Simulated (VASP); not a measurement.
# Y (Pm-3m) in VASP: notebook

Runs on Y. Level: PBEsol. Tasks: single point.

Program: VASP 6.6.1. These are calculated values, not measurements. Logs are shortened: lines on timing, memory, paths and dates and some standing lists are left out, and cuts for length are marked.

## Step 1: The cell of the first run

It takes space group Pm-3m (No. 221, cubic). Conventional cell: a = 2.445 Å, b = 2.445 Å, c = 2.445 Å, α = 90.00°, β = 90.00°, γ = 90.00°. Within 3.2 Å of Y (site symmetry m-3m) lie 6 Y at 2.45 Å.

## Step 2: Single point, PBEsol (volume scaled by 0.45)

The input, INCAR:

```
ALGO = Normal ; EDIFF = 1E-6
ENCUT = 520 ; GGA = PS
ISIF = 2 ; ISMEAR = -1
LASPH = True ; LCHARG = True
LELF = True ; LREAL = False
LVHAR = True ; LWAVE = False
NBANDS = 12 ; NELM = 60
PREC = Accurate ; SIGMA = 0.08
```

The input, KPOINTS:

```
k-points
0
Gamma
  12 12 12
```

The input, POSCAR:

```
Y
1.0
    2.4453416654      0.0000000000      0.0000000000
    0.0000000000      2.4453416654      0.0000000000
    0.0000000000      0.0000000000      2.4453416654
Y
1
Direct
    0.0000000000      0.0000000000      0.0000000000
```

Potentials or basis: VASP PAW PBE potentials, release 64 (Y_sv).

The run is started by

```console
$ cat potpaw_PBE.64/Y_sv/POTCAR > POTCAR
$ mpirun -np 1 vasp_std > vasp.out
```

OUTCAR:

```text
EDIFF = 1E-6
   ENCUT = 520
   GGA = PS
   ISIF = 2
   ISMEAR = -1
   LASPH = True
   LREAL = False
   NELM = 60
   PREC = Accurate

 ion  position               nearest neighbor table
   1  0.000  0.000  0.000-

  LATTYP: Found a simple cubic cell.
 ALAT       =     2.4453416654

  Lattice vectors:

 A1 = (   2.4453416654,   0.0000000000,   0.0000000000)
 A2 = (   0.0000000000,   2.4453416654,   0.0000000000)
 A3 = (   0.0000000000,   0.0000000000,   2.4453416654)

Analysis of symmetry for initial positions (statically):
=====================================================================
 Subroutine PRICEL returns:
 Original cell was already a primitive cell.

 Routine SETGRP: Setting up the symmetry group for a
 simple cubic supercell.

 Subroutine GETGRP returns: Found 48 space group operations
 (whereof 48 operations were pure point group operations)
 out of a pool of 48 trial point group operations.

The static configuration has the point symmetry O_h .

Analysis of symmetry for dynamics (positions and initial velocities):
=====================================================================
 Subroutine PRICEL returns:
 Original cell was already a primitive cell.

 Routine SETGRP: Setting up the symmetry group for a
 simple cubic supercell.

 Subroutine GETGRP returns: Found 48 space group operations
 (whereof 48 operations were pure point group operations)
 out of a pool of 48 trial point group operations.

The dynamic configuration has the point symmetry O_h .

 Subroutine INISYM returns: Found 48 space group operations
 (whereof 48 operations are pure point group operations),
 and found     1 'primitive' translations

----------------------------------------------------------------------------------------

                                     Primitive cell

  volume of cell :      14.6224

  direct lattice vectors                    reciprocal lattice vectors
     2.445341665  0.000000000  0.000000000     0.408940809  0.000000000  0.000000000
     0.000000000  2.445341665  0.000000000     0.000000000  0.408940809  0.000000000
     0.000000000  0.000000000  2.445341665     0.000000000  0.000000000  0.408940809

  length of vectors
     2.445341665  2.445341665  2.445341665     0.408940809  0.408940809  0.408940809

  position of ions in fractional coordinates (direct lattice)
     0.000000000  0.000000000  0.000000000

  ion indices of the primitive-cell ions
   primitive index   ion index
                 1           1

----------------------------------------------------------------------------------------

 KPOINTS: k-points

Automatic generation of k-mesh.
 Grid dimensions read from file:
 generate k-points for:   12   12   12

 Generating k-lattice:

  Cartesian coordinates                     Fractional coordinates (reciprocal lattice)
     0.034078401  0.000000000  0.000000000     0.083333333  0.000000000  0.000000000
     0.000000000  0.034078401  0.000000000     0.000000000  0.083333333  0.000000000
     0.000000000  0.000000000  0.034078401     0.000000000  0.000000000  0.083333333

  Length of vectors
     0.034078401  0.034078401  0.034078401

  Shift w.r.t. Gamma in fractional coordinates (k-lattice)
     0.000000000  0.000000000  0.000000000

 Subroutine IBZKPT returns following result:
 ===========================================

 Found     84 irreducible k-points:

 Following reciprocal coordinates:
            Coordinates               Weight
  0.000000  0.000000  0.000000      1.000000
  0.083333  0.000000  0.000000      6.000000
  0.166667  0.000000  0.000000      6.000000
  0.250000  0.000000  0.000000      6.000000
  0.333333  0.000000  0.000000      6.000000
  0.416667  0.000000  0.000000      6.000000
[... 16 lines left out ...]
  0.333333  0.333333  0.000000     12.000000
  0.416667  0.333333  0.000000     24.000000
 [... further k-points ...]
   k-points           NKPTS =     84   k-points in BZ     NKDIM =     84   number of bands    NBANDS=     12
   number of dos      NEDOS =    301   number of ions     NIONS =      1
   total plane-waves  NPLWV =   5832
   dimension x,y,z NGX =    18 NGY =   18 NGZ =   18
   dimension x,y,z NGXF=    36 NGYF=   36 NGZF=   36
   ions per type =               1
   NGX,Y,Z   is equivalent  to a cutoff of  12.24, 12.24, 12.24 a.u.
   NGXF,Y,Z  is equivalent  to a cutoff of  24.47, 24.47, 24.47 a.u.
 SYSTEM =  unknown system
   PREC   = accura    normal or accurate (medium, high low for compatibility)
   ISTART =      0    job   : 0-new  1-cont  2-samecut
   ICHARG =      2    charge: 1-file 2-atom 10-const
   ISPIN  =      1    spin polarized calculation?
   LNONCOLLINEAR =      F non collinear calculations
   LSORBIT =      F    spin-orbit coupling
   LASPH  =      T    aspherical Exc in radial PAW
   ENCUT  =  520.0 eV  38.22 Ry    6.18 a.u.   4.55  4.55  4.55*2*pi/ulx,y,z
   NELM   =     60;   NELMIN=  2; NELMDL= -5     # of ELM steps
   EDIFF  = 0.1E-05   stopping-criterion for ELM
   LREAL  =      F    real-space projection
   EDIFFG = 0.1E-04   stopping-criterion for IOM
   NSW    =      0    number of steps for IOM
   IBRION =     -1    ionic relax: 0-MD 1-quasi-New 2-CG
   NFREE  =      0    steps in history (QN), initial steepest desc. (CG)
   ISIF   =      2    stress and relaxation
   ISYM   =      2    0-nonsym 1-usesym 2-fastsym
   POTIM  = 0.5000    time-step for ionic-motion
   TEBEG  =    0.0;   TEEND  =   0.0 temperature during run
   PSTRESS=    0.0 pullay stress
   NELECT =      11.0000    total number of electrons
   NUPDOWN=      -1.0000    fix difference up-down
   EMIN   =  10.00;   EMAX   =-10.00  energy-range for DOS
   EFERMI =   0.00;   METHOD = LEGACY
   ISMEAR =    -1;   SIGMA  =   0.08  broadening in eV -4-tet -1-fermi 0-gaus
   EFERMI_NEDOS =   21; number of points for ismear=-14 and -15
   IALGO  =     38    algorithm
   IMIX   =      4    mixing-type and parameters
     AMIX     =   0.40;   BMIX     =  1.00
     AMIX_MAG =   1.60;   BMIX_MAG =  1.00
  volume/ion in A,a.u.               =      14.62        98.68
  Fermi-wavevector in a.u.,A,eV,Ry     =   1.488902  2.813617 30.161801  2.216830
  Thomas-Fermi vector in A             =   2.601878
   LORBIT       =      0    0 simple, 1 ext, 2 COOP (PROOUT), +10 PAW based schemes
   GGA     = PS    functional components
   LHFCALC =     F    Hartree Fock is set to
   AEXX    =    0.0000 exact exchange contribution
   IVDW    =     0    specifies the selected vdW correction
   LEPSILON=     F    determine dielectric tensor
   LRPA    =     F    only Hartree local field effects (RPA)
 non-spin polarized calculation
  energy-cutoff  :      520.00
  volume of cell :       14.62
 maximum number of plane-waves:       413
   NGX =  9   NGY =  9   NGZ =  9

 number of electron      10.9999998 magnetization

 Free energy of the ion-electron system (eV)
  ---------------------------------------------------
  ext. energy  EPLUGINS =         0.00000000
  ---------------------------------------------------
  free energy    TOTEN  =        -3.12097165 eV

  energy without entropy =       -3.10060057  energy(sigma->0) =       -3.11078611

 E-fermi :   8.1021     XC(G=0): -13.2405

 val. band max:        8.0283041190   @ k =   0.2500   0.1667   0.0000
 cond. band min:       8.1077802782   @ k =   0.1667   0.0833   0.0833
 fundamental gap:      0.0794761592
 Fermi energy:         8.1020752434

 k-point     1 :       0.0000    0.0000    0.0000
  band No.  band energies     occupation
      1     -35.5292      2.00000
      2     -11.9118      2.00000
      3     -11.9118      2.00000
      4     -11.9118      2.00000
      5       4.2446      2.00000
      6       5.2902      2.00000
      7       5.2902      2.00000
      8      20.0481      0.00000
      9      20.0481      0.00000
     10      20.0481      0.00000
     11      26.9039      0.00000
     12      26.9039      0.00000

 k-point     2 :       0.0833    0.0000    0.0000
  band No.  band energies     occupation
      1     -35.4581      2.00000
      2     -12.4478      2.00000
      3     -11.8677      2.00000
      4     -11.8677      2.00000
      5       4.5441      2.00000
      6       5.3873      2.00000
      7       5.9507      2.00000
      8      19.1018      0.00000
      9      19.1018      0.00000
     10      20.1036      0.00000
     11      25.7322      0.00000
     12      27.7674      0.00000

 k-point     3 :       0.1667    0.0000    0.0000
  band No.  band energies     occupation
      1     -35.2579      2.00000
      2     -13.7486      2.00000
      3     -11.7454      2.00000
      4     -11.7454      2.00000
      5       5.0869      2.00000
      6       5.6651      2.00000
      7       7.9052      1.84276
      8      17.2474      0.00000
      9      17.2474      0.00000
     10      20.2592      0.00000
     11      23.5907      0.00000
     12      27.6937      0.00000

 k-point     4 :       0.2500    0.0000    0.0000
  band No.  band energies     occupation
      1     -34.9690      2.00000
      2     -15.2732      2.00000
      3     -11.5733      2.00000
      4     -11.5733      2.00000
      5       5.8135      2.00000
      6       6.0793      2.00000
      7      10.3294      0.00000
      8      15.4239      0.00000
      9      15.4239      0.00000
     10      20.4814      0.00000
     11      21.9372      0.00000
     12      24.9657      0.00000

 k-point     5 :       0.3333    0.0000    0.0000
  band No.  band energies     occupation
      1     -34.6594      2.00000
      2     -16.6200      2.00000
      3     -11.3949      2.00000
      4     -11.3949      2.00000
      5       6.5444      2.00000
      6       6.7247      2.00000
      7      11.9075      0.00000
      8      13.9736      0.00000
      9      13.9736      0.00000
     10      20.7165      0.00000
     11      22.0061      0.00000
     12      22.8401      0.00000
[... 228 lines left out ...]
      1     -33.8848      2.00000
      2     -17.0055      2.00000
      3     -14.3497      2.00000
      4     -10.9479      2.00000
      5       5.3341      2.00000
      6       8.2665      0.22696
      7      13.4495      0.00000
      8      13.7745      0.00000
      9      16.3656      0.00000
     10      16.8354      0.00000
     11      23.3383      0.00000
     12      27.2114      0.00000

 k-point    22 :       0.5000    0.2500    0.0000
  band No.  band energies     occupation
      1     -33.7950      2.00000
      2     -17.3209      2.00000
      3     -14.2758      2.00000
      4     -10.8998      2.00000
      5       5.0460      2.00000
      6       8.4688      0.02023
      7      13.4716      0.00000
      8      13.5971      0.00000
      9      16.3814      0.00000
     10      16.9407      0.00000
     11      24.2044      0.00000
     12      27.4143      0.00000

 k-point    23 :       0.3333    0.3333    0.0000
  band No.  band energies     occupation
      1     -33.8234      2.00000
      2     -15.8854      2.00000
      3     -15.7874      2.00000
      4     -10.9101      2.00000
      5       4.6674      2.00000
      6       8.3465      0.09003
      7      14.8338      0.00000
      8      15.3944      0.00000
      9      15.6348      0.00000
     10      16.1220      0.00000
     11      22.1153      0.00000
     12      26.0376      0.00000

 k-point    24 :       0.4167    0.3333    0.0000
  band No.  band energies     occupation
      1     -33.5915      2.00000
      2     -16.7159      2.00000
      3     -15.6211      2.00000
      4     -10.7842      2.00000
      5       3.6845      2.00000
      6       8.8446      0.00019
      7      14.1930      0.00000
      8      15.4640      0.00000
      9      16.3338      0.00000
     10      17.1842      0.00000
     11      22.5900      0.00000
     12      27.6248      0.00000

 [... further k-points ...]

------------------------ aborting loop because EDIFF is reached ----------------------------------------

  FORCE on cell =-STRESS in cart. coord.  units (eV):
  Direction    XX          YY          ZZ          XY          YZ          ZX
  --------------------------------------------------------------------------------------
  -------------------------------------------------------------------------------------
  Total        9.4745697      9.4745697      9.4745697      0.0000000      0.0000000      0.0000000
  in kB     1038.1292618   1038.1292618   1038.1292618      0.0000000      0.0000000      0.0000000
  external PRESSURE =    1038.1292618 kB  Pullay stress =       0.0000000 kB

 VOLUME and BASIS-vectors are now :
 -----------------------------------------------------------------------------
  energy-cutoff  :      520.00
  volume of cell :       14.62
      direct lattice vectors                 reciprocal lattice vectors
     2.445341665  0.000000000  0.000000000     0.408940809  0.000000000  0.000000000
     0.000000000  2.445341665  0.000000000     0.000000000  0.408940809  0.000000000
     0.000000000  0.000000000  2.445341665     0.000000000  0.000000000  0.408940809

 POSITION                                       TOTAL-FORCE (eV/Angst)
 -----------------------------------------------------------------------------------
      0.00000      0.00000      0.00000         0.000000      0.000000      0.000000
 -----------------------------------------------------------------------------------
    total drift:                               -0.000000      0.000000      0.000000

  FREE ENERGIE OF THE ION-ELECTRON SYSTEM (eV)
  ---------------------------------------------------
  free  energy   TOTEN  =        -3.1209716484 eV

  energy  without entropy=       -3.1006005730  energy(sigma->0) =       -3.11078611
```

It took 6.6 s on 1 thread of Intel Xeon 6975P-C (Granite Rapids), shared host; peak memory 0.13 GiB.

What came out:

- Free energy: -3.1210 eV
- Pressure: 103.8 GPa

Levels at points of the mesh, in eV from the Fermi level:
```
           k point  band 1  band 2  band 3  band 4  band 5  band 6  band 7  band 8  band 9  band 10
(0.00, 0.00, 0.00)  -43.63  -20.01  -20.01  -20.01   -3.86   -2.81   -2.81   11.95   11.95    11.95
(0.50, 0.00, 0.00)  -42.43  -25.96  -19.31  -19.31   -1.02    0.07    3.48    4.63    4.63    12.86
(0.50, 0.50, 0.00)  -41.29  -24.81  -24.81  -18.67   -6.24    1.65    6.29    6.29   10.24    10.24
(0.50, 0.50, 0.50)  -40.21  -23.82  -23.82  -23.82   -3.39   -3.39   -3.39    5.42   17.29    17.29
```

Caveat: the PAW data sets were made with another functional, which shifts forces and pressure a little.

## Step 3: Single point, PBEsol (volume scaled by 0.45)

The input, INCAR:

```
SYSTEM = Y
  ALGO = Normal
  EDIFF = 1E-6
  ENCUT = 520
  GGA = PS
  ISIF = 2
  ISMEAR = -1
  LASPH = .True.
  LCHARG = .False.
  LREAL = .False.
  LWAVE = .False.
  NBANDS = 12
  NELM = 100
  PREC = Accurate
  SIGMA = 0.08
```

The input, KPOINTS:

```
k-points
0
Gamma
  12 12 12
  0 0 0
```

POSCAR is that of step 2.

Potentials or basis: VASP PAW PBE potentials, release 64 (Y_sv).

The run is started by

```console
$ cat potpaw_PBE.64/Y_sv/POTCAR > POTCAR
$ mpirun -np 1 vasp_std > vasp.out
```

Wall time 6.2 s (1 thread of Intel Xeon 6975P-C (Granite Rapids), shared host); peak memory 0.13 GiB.

It converged, with:

```
Free energy : -3.1210 eV
Pressure    : 103.8 GPa
```

Levels at points of the mesh, in eV from the Fermi level:
```
           k point  band 2  band 3  band 4  band 5  band 6  band 7  band 8  band 9
(0.00, 0.00, 0.00)  -20.01  -20.01  -20.01   -3.86   -2.81   -2.81   11.95   11.95
(0.50, 0.00, 0.00)  -25.96  -19.31  -19.31   -1.02    0.07    3.48    4.63    4.63
(0.50, 0.50, 0.00)  -24.81  -24.81  -18.67   -6.24    1.65    6.29    6.29   10.24
(0.50, 0.50, 0.50)  -23.82  -23.82  -23.82   -3.39   -3.39   -3.39    5.42   17.29
```

Caveat: the PAW data sets were made with another functional, which shifts forces and pressure a little.
